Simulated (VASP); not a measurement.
# HfPdSe2 (P4/mmm) in VASP: a series of runs, part 2 of 2

VASP 6.6.1.

## 5. Relaxation of cell and atoms, PBE

This run uses another cell than the first one, of 27.85 Å³/atom.

Contents of INCAR:

```
ALGO     = Normal         # electronic algorithm
EDIFF    = 1E-6           # SCF threshold, eV
EDIFFG   = -0.04          # ionic threshold
ENCUT    = 600            # plane-wave cutoff, eV
GGA      = PE             # functional
IBRION   = 2              # ionic algorithm
ISIF     = 3              # what is computed and relaxed
ISMEAR   = 0              # smearing method
LASPH    = True           # aspherical terms in the spheres
LCHARG   = False          # write CHGCAR
LREAL    = False          # projectors in reciprocal space
LWAVE    = False          # write WAVECAR
NELM     = 100            # most SCF steps
NSW      = 90             # ionic steps
PREC     = Accurate       # precision mode
SIGMA    = 0.1            # smearing width, eV
```

Contents of KPOINTS:

```
k-points
0
Gamma
  4 4 4
```

Contents of POSCAR:

```
HfPdSe2
1.0
    4.0259567700      0.0000000000      0.0000000000
    0.0000000000      4.0259567700      0.0000000000
    0.0000000000      0.0000000000      6.8727889300
Hf Pd Se
1 1 2
Direct
    0.5000000000      0.5000000000      0.5000000000
    0.5000000000      0.5000000000      0.0000000000
    0.0000000000      0.0000000000      0.5000000000
    0.0000000000      0.0000000000      0.0000000000
```

Potentials or basis: VASP PAW PBE potentials, release 64 (Hf_pv, Pd, Se).

Started as:

```sh
cat potpaw_PBE.64/Hf_pv/POTCAR potpaw_PBE.64/Pd/POTCAR potpaw_PBE.64/Se/POTCAR > POTCAR
mpirun -np 1 vasp_std > vasp.out
```

OUTCAR:

```text
EDIFF = 1E-6
   EDIFFG = -0.04
   ENCUT = 600
   GGA = PE
   IBRION = 2
   ISIF = 3
   ISMEAR = 0
   LASPH = True
   LREAL = False
   NELM = 100
   NSW = 90
   PREC = Accurate

 ion  position               nearest neighbor table
   1  0.500  0.500  0.500-   3 2.85   3 2.85   3 2.85   3 2.85   2 3.44   2 3.44
   2  0.500  0.500  0.000-   4 2.85   4 2.85   4 2.85   4 2.85   1 3.44   1 3.44
   3  0.000  0.000  0.500-   1 2.85   1 2.85   1 2.85   1 2.85
   4  0.000  0.000  0.000-   2 2.85   2 2.85   2 2.85   2 2.85

  LATTYP: Found a simple tetragonal cell.
 ALAT       =     4.0259567700
 C/A-ratio  =     1.7071194061

  Lattice vectors:

 A1 = (   4.0259567700,   0.0000000000,   0.0000000000)
 A2 = (   0.0000000000,   4.0259567700,   0.0000000000)
 A3 = (   0.0000000000,   0.0000000000,   6.8727889300)

Analysis of symmetry for initial positions (statically):
=====================================================================
 Subroutine PRICEL returns:
 Original cell was already a primitive cell.

 Routine SETGRP: Setting up the symmetry group for a
 simple tetragonal supercell.

 Subroutine GETGRP returns: Found 16 space group operations
 (whereof 16 operations were pure point group operations)
 out of a pool of 16 trial point group operations.

The static configuration has the point symmetry D_4h.

Analysis of symmetry for dynamics (positions and initial velocities):
=====================================================================
 Subroutine PRICEL returns:
 Original cell was already a primitive cell.

 Routine SETGRP: Setting up the symmetry group for a
 simple tetragonal supercell.

 Subroutine GETGRP returns: Found 16 space group operations
 (whereof 16 operations were pure point group operations)
 out of a pool of 16 trial point group operations.

The dynamic configuration has the point symmetry D_4h.

 Subroutine INISYM returns: Found 16 space group operations
 (whereof 16 operations are pure point group operations),
 and found     1 'primitive' translations

----------------------------------------------------------------------------------------

                                     Primitive cell

  volume of cell :     111.3964

  direct lattice vectors                    reciprocal lattice vectors
     4.025956770  0.000000000  0.000000000     0.248388161  0.000000000  0.000000000
[... 107 lines left out ...]
   LORBIT       =      0    0 simple, 1 ext, 2 COOP (PROOUT), +10 PAW based schemes
   GGA     = PE    functional components
   LHFCALC =     F    Hartree Fock is set to
   AEXX    =    0.0000 exact exchange contribution
   IVDW    =     0    specifies the selected vdW correction
   LEPSILON=     F    determine dielectric tensor
   LRPA    =     F    only Hartree local field effects (RPA)
 conjugate gradient relaxation of ions
 non-spin polarized calculation
 Gauss-broadening in eV      SIGMA  =   0.10
  energy-cutoff  :      600.00
  volume of cell :      111.40
 maximum number of plane-waves:      3768
   NGX = 17   NGY = 17   NGZ = 27

--------------------------------------- Ionic step        1  -------------------------------------------

 number of electron      31.9999995 magnetization

 Free energy of the ion-electron system (eV)
  ---------------------------------------------------
  ext. energy  EPLUGINS =         0.00000000
  ---------------------------------------------------
  free energy    TOTEN  =       -21.82004404 eV

  energy without entropy =      -21.79443095  energy(sigma->0) =      -21.80723750

 E-fermi :   3.2633     XC(G=0):  -9.4049

 val. band max:        3.2479806352   @ k =   0.5000   0.2500   0.0000
 cond. band min:       3.2718817598   @ k =   0.0000   0.0000   0.2500
 fundamental gap:      0.0239011246
 Fermi energy:         3.2633280754

 k-point     1 :       0.0000    0.0000    0.0000
  band No.  band energies     occupation
      1     -29.5413      2.00000
      2     -29.4613      2.00000
      3     -29.4613      2.00000
      4     -10.7240      2.00000
      5      -9.1269      2.00000
      6      -0.9328      2.00000
[... 510 lines left out ...]
  FREE ENERGIE OF THE ION-ELECTRON SYSTEM (eV)
  ---------------------------------------------------
  free  energy   TOTEN  =       -23.1292519882 eV

  energy  without entropy=      -23.1082777273  energy(sigma->0) =      -23.11876486

[... ionic steps 4 to 12 ...]

--------------------------------------- Ionic step       13  -------------------------------------------

 number of electron      31.9999999 magnetization

------------------------ aborting loop because EDIFF is reached ----------------------------------------
[... 71 lines left out ...]
--------------------------------------- Ionic step       15  -------------------------------------------

 number of electron      32.0000000 magnetization

 Free energy of the ion-electron system (eV)
  ---------------------------------------------------
  ext. energy  EPLUGINS =         0.00000000
  ---------------------------------------------------
  free energy    TOTEN  =       -23.25403766 eV

  energy without entropy =      -23.23488466  energy(sigma->0) =      -23.24446116

 E-fermi :   6.1603     XC(G=0): -10.8216

 val. band max:        6.1466831476   @ k =   0.2500   0.2500   0.5000
 cond. band min:       6.1873891439   @ k =   0.5000   0.2500   0.2500
 fundamental gap:      0.0407059963
 Fermi energy:         6.1602714116

 k-point     1 :       0.0000    0.0000    0.0000
  band No.  band energies     occupation
      1     -25.8658      2.00000
      2     -25.8658      2.00000
      3     -25.8292      2.00000
      4      -9.2080      2.00000
      5      -7.1056      2.00000
      6      -0.0470      2.00000
[... 434 lines left out ...]
  FREE ENERGIE OF THE ION-ELECTRON SYSTEM (eV)
  ---------------------------------------------------
  free  energy   TOTEN  =       -23.2540376644 eV

  energy  without entropy=      -23.2348846632  energy(sigma->0) =      -23.24446116

 reached required accuracy - stopping structural energy minimisation
```

OSZICAR:

```text
N       E                     dE             d eps       ncg     rms          rms(c)
DAV:   1     0.162885331631E+03    0.16289E+03   -0.16428E+04   720   0.158E+03
DAV:   2    -0.133104575403E+02   -0.17620E+03   -0.16665E+03   840   0.303E+02
DAV:   3    -0.246772926032E+02   -0.11367E+02   -0.11010E+02   944   0.602E+01
[... 164 lines left out ...]
DAV:   2    -0.232597040527E+02    0.31563E-02   -0.52829E-02   844   0.187E+00    0.555E-01
DAV:   3    -0.232547427971E+02    0.49613E-02   -0.16024E-02   856   0.102E+00    0.149E-01
DAV:   4    -0.232540383255E+02    0.70447E-03   -0.27546E-03   808   0.311E-01    0.560E-02
DAV:   5    -0.232540382650E+02    0.60457E-07   -0.14364E-04   940   0.726E-02    0.523E-02
DAV:   6    -0.232540376644E+02    0.60062E-06   -0.96621E-06   860   0.245E-02
  15 F= -.23254038E+02 E0= -.23244461E+02  d E =-.622194E-04
```

Run time: 10 min. Hardware: 1 thread of Intel Xeon Platinum 8488C (Sapphire Rapids), shared host; peak memory 0.28 GiB.

What came out:

- Free energy: -23.2540 eV
- Relaxed volume: 20.70 Å³/atom
- Relaxed cell: a = 3.760 Å, b = 3.760 Å, c = 5.857 Å, α = 90.00°, β = 90.00°, γ = 90.00°
- Space group after relaxing (to 0.1 Å): P4/mmm (No. 123)
- Energy gained by relaxing: 358.5 meV/atom
- Ionic steps: 15
- Pressure after relaxing: -0.1 GPa
- Band gap on the k mesh: zero (bands 16 and 17 overlap by 2.90 eV)

The path:
```csv
step,energy change (eV),largest force (eV/Å),pressure (GPa),volume (Å³)
1,0.0000,0.0000,-13.12,111.40
2,-0.7854,0.0000,16.06,78.38
3,-1.3092,0.0000,-0.84,88.73
4,-1.3098,0.0000,-0.36,88.31
5,-1.3278,0.0000,-0.44,87.51
6,-1.3760,0.0000,-0.21,85.03
7,-1.3915,0.0000,2.97,79.72
8,-1.4107,0.0000,0.35,83.19
9,-1.4292,0.0000,1.39,81.48
10,-1.4305,0.0000,1.11,81.88
11,-1.4017,0.0000,-2.55,84.47
12,-1.4339,0.0000,0.16,82.48
13,-1.4339,0.0000,0.17,82.47
14,-1.4339,0.0000,0.19,82.46
15,-1.4340,0.0000,-0.11,82.81
```

Final structure:
```yaml
crystal:
  lattice:
    - [3.76008, 0.00000, 0.00000]
    - [0.00000, 3.76008, 0.00000]
    - [0.00000, 0.00000, 5.85701]
  atoms:
    - { symbol: Hf, position: [0.50000, 0.50000, 0.50000] }
    - { symbol: Pd, position: [0.50000, 0.50000, 0.00000] }
    - { symbol: Se, position: [0.00000, 0.00000, 0.50000] }
    - { symbol: Se, position: [0.00000, 0.00000, 0.00000] }
```

Caveat: the k points lie up to 0.42 Å⁻¹ apart in the final cell, too coarse for converged energies and pressures of a metal; the volume moved by over 15 % at a fixed basis, so the end points are rough; spin-orbit coupling is left out, which moves the levels of the heavy elements.

## 6. Single point, PBE

This run uses another cell than the first one, of 20.53 Å³/atom.

Contents of INCAR:

```
  ALGO = Normal
  EDIFF = 1E-7
  ENCUT = 520
  GGA = PE
  ISIF = 2
  ISMEAR = 0
  LASPH = T
  LCHARG = F
  LREAL = F
  LWAVE = F
  NBANDS = 24
  NELM = 100
  PREC = Accurate
  SIGMA = 0.1
```

Contents of KPOINTS:

```
k-points
0
Gamma
  12 12 8
```

Contents of POSCAR:

```
HfPdSe2
1.0
    3.7788672490      0.0000000000      0.0000000000
    0.0000000000      3.7788672490      0.0000000000
    0.0000000000      0.0000000000      5.7500462542
Hf Pd Se
1 1 2
Direct
    0.5000000000      0.5000000000      0.5000000000
    0.5000000000      0.5000000000      0.0000000000
    0.0000000000      0.0000000000      0.5000000000
    0.0000000000      0.0000000000      0.0000000000
```

Potentials or basis: VASP PAW PBE potentials, release 64 (Hf_pv, Pd, Se).

Started as:

```sh
cat potpaw_PBE.64/Hf_pv/POTCAR potpaw_PBE.64/Pd/POTCAR potpaw_PBE.64/Se/POTCAR > POTCAR
mpirun -np 1 vasp_std > vasp.out
```

OUTCAR:

```text
EDIFF = 1E-7
   ENCUT = 520
   GGA = PE
   ISIF = 2
   ISMEAR = 0
   LASPH = T
   LREAL = F
   NELM = 100
   PREC = Accurate

 ion  position               nearest neighbor table
   1  0.500  0.500  0.500-   3 2.67   3 2.67   3 2.67   3 2.67   2 2.88   2 2.88
   2  0.500  0.500  0.000-   4 2.67   4 2.67   4 2.67   4 2.67   1 2.88   1 2.88
   3  0.000  0.000  0.500-   1 2.67   1 2.67   1 2.67   1 2.67
   4  0.000  0.000  0.000-   2 2.67   2 2.67   2 2.67   2 2.67

  LATTYP: Found a simple tetragonal cell.
 ALAT       =     3.7788672490
 C/A-ratio  =     1.5216322446

  Lattice vectors:

 A1 = (   3.7788672490,   0.0000000000,   0.0000000000)
 A2 = (   0.0000000000,   3.7788672490,   0.0000000000)
 A3 = (   0.0000000000,   0.0000000000,   5.7500462542)

Analysis of symmetry for initial positions (statically):
=====================================================================
 Subroutine PRICEL returns:
 Original cell was already a primitive cell.

 Routine SETGRP: Setting up the symmetry group for a
 simple tetragonal supercell.

[... 168 lines left out ...]
  energy without entropy =      -23.27250351  energy(sigma->0) =      -23.27837068

 E-fermi :   6.4475     XC(G=0): -10.8707

 val. band max:        6.4221016482   @ k =   0.4167   0.1667   0.2500
 cond. band min:       6.4480464365   @ k =   0.3333   0.0000   0.1250
 fundamental gap:      0.0259447884
 Fermi energy:         6.4474869376

 k-point     1 :       0.0000    0.0000    0.0000
  band No.  band energies     occupation
      1     -25.7974      2.00000
      2     -25.7974      2.00000
      3     -25.6556      2.00000
      4      -9.2213      2.00000
      5      -6.9333      2.00000
      6      -0.1144      2.00000
[... 637 lines left out ...]
     23      10.0764      0.00000
     24      13.4134      0.00000

 [... further k-points ...]

------------------------ aborting loop because EDIFF is reached ----------------------------------------

  FORCE on cell =-STRESS in cart. coord.  units (eV):
  Direction    XX          YY          ZZ          XY          YZ          ZX
  --------------------------------------------------------------------------------------
  -------------------------------------------------------------------------------------
  Total       -0.1510749     -0.1510749     -0.1261507      0.0000000      0.0000000      0.0000000
  in kB       -2.9478694     -2.9478694     -2.4615328      0.0000000      0.0000000      0.0000000
  external PRESSURE =      -2.7857572 kB  Pullay stress =       0.0000000 kB

 VOLUME and BASIS-vectors are now :
 -----------------------------------------------------------------------------
  energy-cutoff  :      520.00
  volume of cell :       82.11
      direct lattice vectors                 reciprocal lattice vectors
     3.778867249  0.000000000  0.000000000     0.264629566  0.000000000  0.000000000
     0.000000000  3.778867249  0.000000000     0.000000000  0.264629566  0.000000000
     0.000000000  0.000000000  5.750046254     0.000000000  0.000000000  0.173911644

 POSITION                                       TOTAL-FORCE (eV/Angst)
 -----------------------------------------------------------------------------------
      1.88943      1.88943      2.87502         0.000000      0.000000      0.000000
      1.88943      1.88943      0.00000         0.000000      0.000000      0.000000
      0.00000      0.00000      2.87502         0.000000      0.000000      0.000000
      0.00000      0.00000      0.00000         0.000000      0.000000      0.000000
 -----------------------------------------------------------------------------------
    total drift:                                0.000000      0.000000      0.000000

  FREE ENERGIE OF THE ION-ELECTRON SYSTEM (eV)
  ---------------------------------------------------
  free  energy   TOTEN  =       -23.2842378468 eV

  energy  without entropy=      -23.2725035087  energy(sigma->0) =      -23.27837068
```

OSZICAR:

```text
N       E                     dE             d eps       ncg     rms          rms(c)
DAV:   1     0.151140936949E+03    0.15114E+03   -0.15558E+04  6720   0.123E+03
DAV:   2    -0.167668635999E+02   -0.16791E+03   -0.15607E+03  8136   0.270E+02
DAV:   3    -0.242931158786E+02   -0.75263E+01   -0.73963E+01  8368   0.482E+01
DAV:   4    -0.243750910972E+02   -0.81975E-01   -0.81826E-01  7808   0.577E+00
DAV:   5    -0.243762667166E+02   -0.11756E-02   -0.11755E-02  8656   0.650E-01    0.327E+01
DAV:   6    -0.234120119858E+02    0.96425E+00   -0.21342E+00  7880   0.714E+00    0.238E+01
DAV:   7    -0.236254234059E+02   -0.21341E+00   -0.21335E+00  8208   0.111E+01    0.824E+00
DAV:   8    -0.233116508306E+02    0.31377E+00   -0.12566E+00  8320   0.106E+01    0.144E+00
DAV:   9    -0.232850824242E+02    0.26568E-01   -0.13187E-01  7896   0.286E+00    0.103E+00
DAV:  10    -0.232843714478E+02    0.71098E-03   -0.67589E-03  7944   0.534E-01    0.319E-01
DAV:  11    -0.232842437079E+02    0.12774E-03   -0.59722E-04  8576   0.138E-01    0.160E-01
DAV:  12    -0.232842396719E+02    0.40361E-05   -0.81679E-05  7992   0.534E-02    0.320E-02
DAV:  13    -0.232842382458E+02    0.14260E-05   -0.67696E-06  8472   0.181E-02    0.885E-03
DAV:  14    -0.232842378211E+02    0.42472E-06   -0.12257E-06  8360   0.630E-03    0.507E-03
DAV:  15    -0.232842378468E+02   -0.25723E-07   -0.11043E-07  5008   0.194E-03
   1 F= -.23284238E+02 E0= -.23278371E+02  d E =-.117343E-01
```

Wall time 4.6 min (1 thread of Intel Xeon Platinum 8488C (Sapphire Rapids), shared host); peak memory 0.41 GiB.

Results:

- Free energy: -23.2842 eV
- Pressure: -0.3 GPa
- Band gap on the k mesh: zero (bands 16 and 17 overlap by 3.38 eV)

Levels at points of the mesh, in eV from the Fermi level:
```tsv
k point	band 12	band 13	band 14	band 15	band 16	band 17	band 18	band 19	band 20	band 21
(0.00, 0.00, 0.00)	-3.01	-2.90	-2.10	-1.66	-1.66	-0.43	0.23	1.34	1.42	1.42
(0.50, 0.00, 0.00)	-2.90	-2.46	-2.14	0.62	0.71	1.70	1.72	1.78	2.69	3.14
(0.50, 0.50, 0.00)	-3.53	-3.53	-2.14	-1.86	-0.96	0.20	0.20	1.28	1.86	2.55
(0.00, 0.00, 0.50)	-2.52	-2.52	-2.36	-2.36	-2.29	-2.28	0.19	0.20	0.83	1.28
(0.50, 0.00, 0.50)	-3.09	-2.72	-2.09	-1.02	-0.72	1.09	1.61	1.65	1.69	3.88
(0.50, 0.50, 0.50)	-2.85	-2.85	-2.17	-2.14	-1.64	-0.55	0.17	0.17	0.26	1.22
```

Caveat: spin-orbit coupling is left out, which moves the levels of the heavy elements.

## 7. Summary

```tsv
task	spin	cell	k mesh	cutoff (eV)	gap on the mesh (eV)	pressure (GPa)
single point	off	a = 3.768, b = 3.768, c = 5.841 Å, 4 atoms	4 × 4 × 4	520	none	-0.4
single point	off	a = 4.026, b = 4.026, c = 6.873 Å, 4 atoms	4 × 4 × 4	520	none	-13.1
single point	collinear	a = 3.768, b = 3.768, c = 5.841 Å, 4 atoms	4 × 4 × 4	520	none	-0.4
relaxation of cell and atoms	off	relaxed from a = 4.026, b = 4.026, c = 6.873 Å, 4 atoms	4 × 4 × 4	600	none	-0.1
single point	off	a = 3.779, b = 3.779, c = 5.750 Å, 4 atoms	12 × 12 × 8	520	none	-0.3
```

Alike in all rows: level PBE; potentials or basis VASP PAW PBE potentials, release 64 (Hf_pv, Pd, Se); smearing gaussian 0.1 eV.

Caveats: some runs use coarse meshes; spin-orbit coupling is left out, which moves the levels of the heavy elements; the volume moved by over 15 % at a fixed basis, so the end points are rough (at least some runs).

Absolute energies hang on the potentials; compare differences alone.

The gap in the log of VASP goes by the Fermi energy; the results here count the filled bands.